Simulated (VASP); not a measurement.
Input of a VASP 6.6.1 run:

The input INCAR:

```
SYSTEM = Sb
PREC = Accurate ; ENCUT = 520
EDIFF = 1E-7 ; ISMEAR = -1
SIGMA = 0.03 ; LREAL = .FALSE.
LASPH = .TRUE. ; NELM = 80
ALGO = Normal ; ISIF = 2
LWAVE = .FALSE. ; LCHARG = .TRUE.
GGA = CA ; LELF = .TRUE.
LVHAR = .TRUE. ; NBANDS = 12
```

KPOINTS

```
regular mesh
0
G
  12 12 12
  0 0 0
```

Contents of POSCAR:

```
Sb
1.0
    2.1506003320      1.2416496806      3.7814400000
   -2.1506003320      1.2416496806      3.7814400000
    0.0000000000     -2.4832993611      3.7814400000
Sb
2
Direct
    0.2336400000      0.2336400000      0.2336400000
    0.7663600000      0.7663600000      0.7663600000
```

Potentials or basis: VASP PAW LDA potentials, release 64 (Sb).

Run with:

```bash
$ cat potpaw_LDA.64/Sb/POTCAR > POTCAR
$ mpirun -np 1 vasp_std > vasp.out
```

(1) Predict the band gap on the k mesh.

(2) What does it give for the pressure?

Answers

(1) zero (bands 5 and 6 overlap by 0.27 eV).

(2) -1.1 GPa.

Caveat: the cell differs from its parent crystal (zz strain of +1 %); spin-orbit coupling is left out, which moves the levels of the heavy elements.
